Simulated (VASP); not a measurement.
## Li: single point with BLYP

Li:

```
CELL_PARAMETERS angstrom
3.04772 0.00000 0.00000
-1.52386 2.63941 0.00000
0.00000 0.00000 9.92912
ATOMIC_POSITIONS crystal
Li 0.00000 0.00000 0.00000
Li 0.00000 0.00000 0.50000
Li 0.33333 0.66667 0.25000
Li 0.66667 0.33333 0.75000
```

This isn't the form of Li at room conditions, which is bcc.

| Quantity | Value |
| --- | --- |
| Program | VASP 6.6.1 |
| Task | single point |
| Functional | BLYP |
| Potentials or basis | VASP PAW PBE potentials, release 64 (Li_sv) |
| Cutoff | 520 eV |
| k mesh | 12 × 12 × 3 |
| Occupations | fermi-dirac, width 0.1 eV |
| Spin | no spin polarisation |
| Dipole correction | no |
| Further INCAR settings | ALGO = Normal; EDIFF = 1e-06; NBANDS = 14 |

```yaml
Band_gap_on_the_k_mesh: zero (bands 6 and 7 overlap by 4.00 eV)
```

Levels at points of the mesh, in eV from the Fermi level:
| k point | band 2 | band 3 | band 4 | band 5 | band 6 | band 7 | band 8 | band 9 | band 10 | band 11 |
| --- | --- | --- | --- | --- | --- | --- | --- | --- | --- | --- |
| (0.00, 0.00, 0.00) | -47.16 | -47.16 | -47.15 | -3.52 | -2.40 | -2.40 | 0.02 | 3.04 | 8.09 | 8.09 |
| (0.50, 0.00, 0.00) | -47.15 | -47.15 | -47.14 | -0.03 | 0.53 | 0.71 | 1.30 | 3.44 | 3.48 | 5.01 |

It took 38 s on 1 thread of AMD EPYC 9R45 96-Core Processor (Zen 5) (shared host), peak memory 0.16 GiB.
